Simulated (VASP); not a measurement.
Here is a VASP 6.6.1 calculation.

File INCAR:

```
PREC = Accurate
ENCUT = 520
EDIFF = 1E-6
ISMEAR = -1
SIGMA = 0.05
LREAL = F
LASPH = T
NELM = 100
ALGO = Normal
ISIF = 2
LWAVE = F
LCHARG = F
GGA = PE
NBANDS = 10
```

File KPOINTS:

```
regular mesh
0
Gamma
  9 9 9
```

File POSCAR:

```
BeSi
1.0
    2.9052818623      0.0000000000      0.0000000000
    0.0000000000      2.9052818623      0.0000000000
    0.0000000000      0.0000000000      2.9052818623
Be Si
1 1
Direct
    0.5000000000      0.5000000000      0.5000000000
    0.0000000000      0.0000000000      0.0000000000
```

Potentials or basis: VASP PAW PBE potentials, release 64 (Be, Si).

The run is started by

```console
$ cat potpaw_PBE.64/Be/POTCAR potpaw_PBE.64/Si/POTCAR > POTCAR
$ mpirun -np 1 vasp_std > vasp.out
```

Predict the band gap on the k mesh.

zero (band 3 reaches 12.68 eV, above the bottom of band 4 at 6.61 eV).

Predict the pressure.

-5.1 GPa.
